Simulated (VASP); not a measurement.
# TePb (Fm-3m) in VASP: a series of runs

TePb is run at these levels: PBE, r2SCAN; tasks: electric field gradients.

All numbers are computed with VASP 6.6.1; they aren't measurements. Logs are shortened: lines on timing, memory, paths and dates and some standing lists are left out, and cuts for length are marked.

## Step 1: The cell of the first run

Symmetry: Fm-3m, No. 225, cubic system. The conventional cell has a = 6.462 Å, b = 6.462 Å, c = 6.462 Å, α = 90.00°, β = 90.00°, γ = 90.00°. Within 4.3 Å of Te (site symmetry m-3m) lie 6 Pb at 3.23 Å. Pb (site symmetry m-3m) has 6 Te at 3.23 Å within 4.3 Å.

## Step 2: Electric field gradients, PBE, non-collinear spin, zero start, spin-orbit coupling

Contents of INCAR:

```
ALGO = Normal ; EDIFF = 1E-8
ENCUT = 400 ; GGA = PE
GGA_COMPAT = False ; ISIF = 2
ISMEAR = -1 ; LASPH = True
LCHARG = False ; LEFG = True
LNONCOLLINEAR = True ; LORBIT = 11
LORBMOM = True ; LREAL = False
LSORBIT = True ; LWAVE = False
MAGMOM = 0 0 0 0 0 0 ; NBANDS = 32
NELM = 200 ; PREC = Accurate
SIGMA = 0.05
```

Contents of KPOINTS:

```
k-points
0
Gamma
  9 9 9
```

Contents of POSCAR:

```
TePb
1.0
    0.0000000000      3.2310000000      3.2310000000
    3.2310000000      0.0000000000      3.2310000000
    3.2310000000      3.2310000000      0.0000000000
Te Pb
1 1
Direct
    0.5000000000      0.5000000000      0.5000000000
    0.0000000000      0.0000000000      0.0000000000
```

Potentials or basis: VASP PAW PBE potentials, release 64 (Te, Pb_d).

Run with:

```sh
$ cat potpaw_PBE.64/Te/POTCAR potpaw_PBE.64/Pb_d/POTCAR > POTCAR
$ mpirun -np 1 vasp_ncl > vasp.out
```

OUTCAR:

```text
EDIFF = 1E-8
   ENCUT = 400
   GGA = PE
   ISIF = 2
   ISMEAR = -1
   LASPH = True
   LNONCOLLINEAR = True
   LORBIT = 11
   LREAL = False
   LSORBIT = True
   NELM = 200
   PREC = Accurate

 ion  position               nearest neighbor table
   1  0.500  0.500  0.500-   2 3.23   2 3.23   2 3.23   2 3.23   2 3.23   2 3.23
   2  0.000  0.000  0.000-   1 3.23   1 3.23   1 3.23   1 3.23   1 3.23   1 3.23

  LATTYP: Found a face centered cubic cell.
 ALAT       =     6.4620000000

  Lattice vectors:

 A1 = (   0.0000000000,   3.2310000000,   3.2310000000)
 A2 = (   3.2310000000,   0.0000000000,   3.2310000000)
 A3 = (   3.2310000000,   3.2310000000,   0.0000000000)

Analysis of symmetry for initial positions (statically):
=====================================================================
 Subroutine PRICEL returns:
 Original cell was already a primitive cell.

 Routine SETGRP: Setting up the symmetry group for a
 face centered cubic supercell.

 Subroutine GETGRP returns: Found 48 space group operations
 (whereof 48 operations were pure point group operations)
 out of a pool of 48 trial point group operations.

The static configuration has the point symmetry O_h .

Analysis of symmetry for dynamics (positions and initial velocities):
=====================================================================
 Subroutine PRICEL returns:
 Original cell was already a primitive cell.

 Routine SETGRP: Setting up the symmetry group for a
 face centered cubic supercell.

 Subroutine GETGRP returns: Found 48 space group operations
 (whereof 48 operations were pure point group operations)
 out of a pool of 48 trial point group operations.

The dynamic configuration has the point symmetry O_h .

Analysis of structural, dynamic, and magnetic symmetry:
=====================================================================
 Subroutine PRICEL returns:
 Original cell was already a primitive cell.

 Routine SETGRP: Setting up the symmetry group for a
 face centered cubic supercell.

 Subroutine GETGRP returns: Found 48 space group operations
 (whereof 48 operations were pure point group operations)
 out of a pool of 48 trial point group operations.

The overall configuration has the point symmetry O_h .

 Subroutine INISYM returns: Found 48 space group operations
 (whereof 48 operations are pure point group operations),
 and found     1 'primitive' translations

----------------------------------------------------------------------------------------

                                     Primitive cell

  volume of cell :      67.4592

  direct lattice vectors                    reciprocal lattice vectors
     0.000000000  3.231000000  3.231000000    -0.154750851  0.154750851  0.154750851
     3.231000000  0.000000000  3.231000000     0.154750851 -0.154750851  0.154750851
     3.231000000  3.231000000  0.000000000     0.154750851  0.154750851 -0.154750851

  length of vectors
     4.569324020  4.569324020  4.569324020     0.268036337  0.268036337  0.268036337

  position of ions in fractional coordinates (direct lattice)
     0.500000000  0.500000000  0.500000000
     0.000000000  0.000000000  0.000000000

  ion indices of the primitive-cell ions
   primitive index   ion index
                 1           1
                 2           2

----------------------------------------------------------------------------------------

 KPOINTS: k-points

Automatic generation of k-mesh.
 Grid dimensions read from file:
 generate k-points for:    9    9    9

 Generating k-lattice:

  Cartesian coordinates                     Fractional coordinates (reciprocal lattice)
    -0.017194539  0.017194539  0.017194539     0.111111111  0.000000000  0.000000000
     0.017194539 -0.017194539  0.017194539     0.000000000  0.111111111  0.000000000
     0.017194539  0.017194539 -0.017194539     0.000000000  0.000000000  0.111111111

  Length of vectors
     0.029781815  0.029781815  0.029781815

  Shift w.r.t. Gamma in fractional coordinates (k-lattice)
     0.000000000  0.000000000  0.000000000

 Subroutine IBZKPT returns following result:
 ===========================================

 Found     35 irreducible k-points:

 Following reciprocal coordinates:
[... 88 lines left out ...]

 Free energy of the ion-electron system (eV)
  ---------------------------------------------------
  ext. energy  EPLUGINS =         0.00000000
  ---------------------------------------------------
  free energy    TOTEN  =        -8.03455027 eV

  energy without entropy =       -8.03384027  energy(sigma->0) =       -8.03419527

 E-fermi :   5.7333     XC(G=0):  -9.2937

 val. band max:        5.5931573897   @ k =   0.4444   0.0000   0.0000
 cond. band min:       5.8558523147   @ k =   0.4444   0.0000   0.0000
 fundamental gap:      0.2626949250
 Fermi energy:         5.7332710798

 k-point     1 :       0.0000    0.0000    0.0000
  band No.  band energies     occupation
      1     -12.5228      1.00000
      2     -12.5228      1.00000
      3     -12.5228      1.00000
      4     -12.5228      1.00000
      5      -9.9707      1.00000
      6      -9.9707      1.00000
[... 829 lines left out ...]
     31      15.8801      0.00000
     32      15.8801      0.00000

 [... further k-points ...]

------------------------ aborting loop because EDIFF is reached ----------------------------------------

  FORCE on cell =-STRESS in cart. coord.  units (eV):
  Direction    XX          YY          ZZ          XY          YZ          ZX
  --------------------------------------------------------------------------------------
  -------------------------------------------------------------------------------------
  Total        0.8284552      0.8284552      0.8284552      0.0000000      0.0000000      0.0000000
  in kB       19.6760865     19.6760865     19.6760865      0.0000000      0.0000000      0.0000000
  external PRESSURE =      19.6760865 kB  Pullay stress =       0.0000000 kB

 VOLUME and BASIS-vectors are now :
 -----------------------------------------------------------------------------
  energy-cutoff  :      400.00
  volume of cell :       67.46
      direct lattice vectors                 reciprocal lattice vectors
     0.000000000  3.231000000  3.231000000    -0.154750851  0.154750851  0.154750851
     3.231000000  0.000000000  3.231000000     0.154750851 -0.154750851  0.154750851
     3.231000000  3.231000000  0.000000000     0.154750851  0.154750851 -0.154750851

 POSITION                                       TOTAL-FORCE (eV/Angst)
 -----------------------------------------------------------------------------------
      3.23100      3.23100      3.23100        -0.000000     -0.000000      0.000000
      0.00000      0.00000      0.00000         0.000000      0.000000     -0.000000
 -----------------------------------------------------------------------------------
    total drift:                               -0.000000      0.000000      0.000000

  FREE ENERGIE OF THE ION-ELECTRON SYSTEM (eV)
  ---------------------------------------------------
  free  energy   TOTEN  =        -8.0345502667 eV

  energy  without entropy=       -8.0338402661  energy(sigma->0) =       -8.03419527

 Electric field gradients (V/A^2)
---------------------------------------------------------------------
 ion       V_xx      V_yy      V_zz      V_xy      V_xz      V_yz
---------------------------------------------------------------------
   1      -0.000    -0.000     0.000     0.000     0.000     0.000
   2       0.000    -0.000     0.000     0.000     0.000     0.000
---------------------------------------------------------------------

 Electric field gradients after diagonalization (V/A^2)
 (convention: |V_zz| > |V_xx| > |V_yy|)
----------------------------------------------------------------------
 ion       V_xx      V_yy      V_zz     asymmetry (V_yy - V_xx)/ V_zz
----------------------------------------------------------------------
   1      -0.000    -0.000     0.001       0.000
   2      -0.000    -0.000     0.000       0.000
----------------------------------------------------------------------

           NMR quadrupolar parameters

 Cq : quadrupolar parameter    Cq=e*Q*V_zz/h
 eta: asymmetry parameters     (V_yy - V_xx)/ V_zz
 Q  : nuclear electric quadrupole moment in mb (millibarn)
----------------------------------------------------------------------
 ion       Cq(MHz)       eta       Q (mb)
----------------------------------------------------------------------
   1       0.000       0.000       1.000
   2       0.000       0.000       1.000
----------------------------------------------------------------------

 orbital moment (x)

 # of ion     p       d       tot
 ----------------------------------------
  1         0.000  -0.000  -0.000
  2         0.000  -0.000  -0.000
 ----------------------------------------
            0.000  -0.000  -0.000

 orbital moment (y)

 # of ion     p       d       tot
 ----------------------------------------
  1         0.000  -0.000  -0.000
  2         0.000   0.000   0.000
 ----------------------------------------
            0.000   0.000   0.000

 orbital moment (z)

 # of ion     p       d       tot
 ----------------------------------------
  1         0.000   0.000   0.000
  2         0.000  -0.000  -0.000
 ----------------------------------------
            0.000  -0.000  -0.000

 Spin-Orbit-Coupling matrix elements

 Ion:    1  E_soc:     -0.2158027
 l=   1
     0.0000000    -0.0360081    -0.0360081
    -0.0360081     0.0000000    -0.0360081
    -0.0360081    -0.0360081     0.0000000
 l=   2
     0.0000000    -0.0000103     0.0000000    -0.0000103     0.0000513
    -0.0000103     0.0000000     0.0000385    -0.0000103     0.0000128
     0.0000000     0.0000385     0.0000000     0.0000385     0.0000000
    -0.0000103    -0.0000103     0.0000385     0.0000000     0.0000128
     0.0000513     0.0000128     0.0000000     0.0000128     0.0000000
 l=   3
     0.0000000     0.0000000     0.0000000     0.0000000     0.0000000     0.0000000     0.0000000
     0.0000000     0.0000000     0.0000000     0.0000000     0.0000000     0.0000000     0.0000000
     0.0000000     0.0000000     0.0000000     0.0000000     0.0000000     0.0000000     0.0000000
     0.0000000     0.0000000     0.0000000     0.0000000     0.0000000     0.0000000     0.0000000
     0.0000000     0.0000000     0.0000000     0.0000000     0.0000000     0.0000000     0.0000000
     0.0000000     0.0000000     0.0000000     0.0000000     0.0000000     0.0000000     0.0000000
     0.0000000     0.0000000     0.0000000     0.0000000     0.0000000     0.0000000     0.0000000

 Ion:    2  E_soc:     -0.9017838
 l=   1
     0.0000000    -0.0830036    -0.0830036
    -0.0830036     0.0000000    -0.0830036
    -0.0830036    -0.0830036     0.0000000
 l=   2
     0.0000000    -0.0134598     0.0000000    -0.0134598    -0.0538339
    -0.0134598     0.0000000    -0.0403754    -0.0134598    -0.0134585
     0.0000000    -0.0403754     0.0000000    -0.0403754     0.0000000
    -0.0134598    -0.0134598    -0.0403754     0.0000000    -0.0134585
    -0.0538339    -0.0134585     0.0000000    -0.0134585     0.0000000
 l=   3
     0.0000000     0.0000000     0.0000000     0.0000000     0.0000000     0.0000000     0.0000000
     0.0000000     0.0000000     0.0000000     0.0000000     0.0000000     0.0000000     0.0000000
     0.0000000     0.0000000     0.0000000     0.0000000     0.0000000     0.0000000     0.0000000
     0.0000000     0.0000000     0.0000000     0.0000000     0.0000000     0.0000000     0.0000000
     0.0000000     0.0000000     0.0000000     0.0000000     0.0000000     0.0000000     0.0000000
     0.0000000     0.0000000     0.0000000     0.0000000     0.0000000     0.0000000     0.0000000
     0.0000000     0.0000000     0.0000000     0.0000000     0.0000000     0.0000000     0.0000000

 total charge

# of ion       s       p       d       tot
------------------------------------------
    1        1.378   1.990   0.019   3.387
    2        1.450   0.607   9.833  11.890
--------------------------------------------------
tot          2.828   2.597   9.852  15.278

 magnetization (x)

# of ion       s       p       d       tot
------------------------------------------
    1       -0.000  -0.000   0.000  -0.000
    2        0.000   0.000  -0.000  -0.000
--------------------------------------------------
tot         -0.000  -0.000  -0.000  -0.000

 magnetization (y)

# of ion       s       p       d       tot
------------------------------------------
    1       -0.000   0.000  -0.000  -0.000
    2        0.000   0.000   0.000   0.000
--------------------------------------------------
tot         -0.000   0.000   0.000   0.000

 magnetization (z)

# of ion       s       p       d       tot
------------------------------------------
    1       -0.000   0.000  -0.000  -0.000
    2       -0.000   0.000   0.000  -0.000
--------------------------------------------------
tot         -0.000   0.000   0.000  -0.000
```

Wall time 3.6 min (1 thread of AMD EPYC 7R13, shared host); peak memory 0.28 GiB.

What came out:

- Free energy: -8.0346 eV
- Pressure: 2.0 GPa
- Net moment: 0.00 μB per cell
- Valence electrons inside the program's atomic spheres: Te 3.39; Pb 11.89

Moments on the atoms (μB; x, y, z):
```
Te  0.00 0.00 0.00
Pb  0.00 0.00 0.00
```

Caveat: this odd mesh misses L, where the gap lies, so gap, dielectric constants and Born charges aren't listed; without QUAD_EFG the Cq values of the log hold for a quadrupole moment of 1 mb, not for the nuclei.

## Step 3: Electric field gradients, PBE

Contents of INCAR:

```
ALGO     = Normal         # electronic algorithm
EDIFF    = 1E-8           # SCF threshold, eV
ENCUT    = 520            # plane-wave cutoff, eV
GGA      = PE             # functional
ISIF     = 2              # what is computed and relaxed
ISMEAR   = -1             # smearing method
LASPH    = T              # aspherical terms in the spheres
LCHARG   = F              # write CHGCAR
LEFG     = T            
LREAL    = F              # projectors in reciprocal space
LWAVE    = F              # write WAVECAR
NBANDS   = 17             # bands
NELM     = 60             # most SCF steps
PREC     = Accurate       # precision mode
SIGMA    = 0.05           # smearing width, eV
```

KPOINTS is that of step 2.

POSCAR is that of step 2.

Potentials or basis: VASP PAW PBE potentials, release 64 (Te, Pb_d).

Run with:

```sh
$ cat potpaw_PBE.64/Te/POTCAR potpaw_PBE.64/Pb_d/POTCAR > POTCAR
$ mpirun -np 1 vasp_std > vasp.out
```

OUTCAR:

```text
EDIFF = 1E-8
   ENCUT = 520
   GGA = PE
   ISIF = 2
   ISMEAR = -1
   LASPH = T
   LREAL = F
   NELM = 60
   PREC = Accurate

 ion  position               nearest neighbor table
   1  0.500  0.500  0.500-   2 3.23   2 3.23   2 3.23   2 3.23   2 3.23   2 3.23
   2  0.000  0.000  0.000-   1 3.23   1 3.23   1 3.23   1 3.23   1 3.23   1 3.23

  LATTYP: Found a face centered cubic cell.
 ALAT       =     6.4620000000

  Lattice vectors:

 A1 = (   0.0000000000,   3.2310000000,   3.2310000000)
 A2 = (   3.2310000000,   0.0000000000,   3.2310000000)
[... 692 lines left out ...]
  ---------------------------------------------------
  free  energy   TOTEN  =        -7.5017501141 eV

  energy  without entropy=       -7.5017472750  energy(sigma->0) =       -7.50174869

 Electric field gradients (V/A^2)
---------------------------------------------------------------------
 ion       V_xx      V_yy      V_zz      V_xy      V_xz      V_yz
---------------------------------------------------------------------
   1      -0.000    -0.000     0.000    -0.000    -0.000    -0.000
   2       0.000    -0.000    -0.000     0.000     0.000     0.000
---------------------------------------------------------------------

 Electric field gradients after diagonalization (V/A^2)
 (convention: |V_zz| > |V_xx| > |V_yy|)
----------------------------------------------------------------------
 ion       V_xx      V_yy      V_zz     asymmetry (V_yy - V_xx)/ V_zz
----------------------------------------------------------------------
   1       0.000     0.000    -0.000       0.000
   2      -0.000    -0.000     0.001       0.000
----------------------------------------------------------------------

           NMR quadrupolar parameters

 Cq : quadrupolar parameter    Cq=e*Q*V_zz/h
 eta: asymmetry parameters     (V_yy - V_xx)/ V_zz
 Q  : nuclear electric quadrupole moment in mb (millibarn)
----------------------------------------------------------------------
 ion       Cq(MHz)       eta       Q (mb)
----------------------------------------------------------------------
   1      -0.000       0.000       1.000
   2       0.000       0.000       1.000
----------------------------------------------------------------------
```

OSZICAR:

```text
N       E                     dE             d eps       ncg     rms          rms(c)
DAV:   1     0.150462436472E+03    0.15046E+03   -0.92380E+03  1190   0.114E+03
DAV:   2     0.301294752944E+01   -0.14745E+03   -0.14317E+03  1254   0.293E+02
DAV:   3    -0.733191754986E+01   -0.10345E+02   -0.10258E+02  1565   0.835E+01
DAV:   4    -0.761086017911E+01   -0.27894E+00   -0.27877E+00  1520   0.152E+01
DAV:   5    -0.762261344318E+01   -0.11753E-01   -0.11753E-01  1702   0.286E+00    0.332E+00
DAV:   6    -0.750317754223E+01    0.11944E+00   -0.26237E-01  1765   0.358E+00    0.206E+00
DAV:   7    -0.749994163126E+01    0.32359E-02   -0.82680E-02  1470   0.140E+00    0.916E-01
DAV:   8    -0.750181355149E+01   -0.18719E-02   -0.95749E-03  1490   0.984E-01    0.142E-01
DAV:   9    -0.750171183376E+01    0.10172E-03   -0.12377E-03  1769   0.373E-01    0.603E-02
DAV:  10    -0.750174408697E+01   -0.32253E-04   -0.15569E-04  1377   0.943E-02    0.199E-02
DAV:  11    -0.750175049610E+01   -0.64091E-05   -0.32918E-05  1631   0.445E-02    0.154E-02
DAV:  12    -0.750175052423E+01   -0.28125E-07   -0.15942E-06  1379   0.100E-02    0.108E-02
DAV:  13    -0.750174999151E+01    0.53271E-06   -0.69825E-07  1461   0.618E-03    0.342E-03
DAV:  14    -0.750175006518E+01   -0.73667E-07   -0.27627E-07  1680   0.413E-03    0.117E-03
DAV:  15    -0.750175008536E+01   -0.20179E-07   -0.20553E-08  1340   0.102E-03    0.722E-04
DAV:  16    -0.750175011833E+01   -0.32966E-07   -0.31296E-09   726   0.405E-04    0.178E-04
DAV:  17    -0.750175011410E+01    0.42248E-08   -0.45030E-10   654   0.233E-04
   1 F= -.75017501E+01 E0= -.75017487E+01  d E =-.283910E-05
```

stdout:

```text
POSCAR found type information on POSCAR TePb
 POSCAR found :  2 types and       2 ions
 scaLAPACK will be used
 LDA part: xc-table for (Slater+PW92), standard interpolation
 POSCAR, INCAR and KPOINTS ok, starting setup
 FFT: planning ... GRIDC
 FFT: planning ... GRID_SOFT
 FFT: planning ... GRID
 WAVECAR not read
 entering main loop
ion   1

ion   2
```

Run time: 78 s. Hardware: 1 thread of Intel Xeon Platinum 8375C at 2.90GHz (Ice Lake), shared host; peak memory 0.22 GiB.

Results:

```
Free energy : -7.5018 eV
Pressure    : 2.1 GPa
```

Caveat: this odd mesh misses L, where the gap lies, so gap, dielectric constants and Born charges aren't listed; without QUAD_EFG the Cq values of the log hold for a quadrupole moment of 1 mb, not for the nuclei; spin-orbit coupling is left out, which moves the levels of the heavy elements.

(Part 1 of 2 ends here.)
